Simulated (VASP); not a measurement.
The system is Be2C.

```xyz
3
Lattice="0.0000 2.1605 2.1605 2.1605 0.0000 2.1605 2.1605 2.1605 0.0000" Properties=species:S:1:pos:R:3 pbc="T T T"
C     0.0000    0.0000    0.0000
Be    1.0802    1.0802    1.0802
Be    3.2407    3.2407    3.2407
```

Base run:

```yaml
Program: VASP 6.6.1
Functional: PBE0
Potentials_or_basis: VASP PAW PBE potentials, release 64 (C, Be)
Cutoff: 520 eV
k_mesh: 6 × 6 × 6
Occupations: gaussian, width 0.01 eV
Spin: no spin polarisation
```

Its results: band gap on the k mesh 2.62 eV (least direct gap 5.85 eV); pressure -1.9 GPa.

**Question.** The run is repeated on the same cell with these changes: functional from PBE0 to r2SCAN; cutoff from 520 eV to 660 eV. What comes out?

**Answer.** Band gap on the k mesh 1.52 eV (least direct gap 4.63 eV); pressure 0.8 GPa.

Caveats: the PAW data sets were made with another functional, which shifts forces and pressure a little.

A k mesh can miss the band edges.
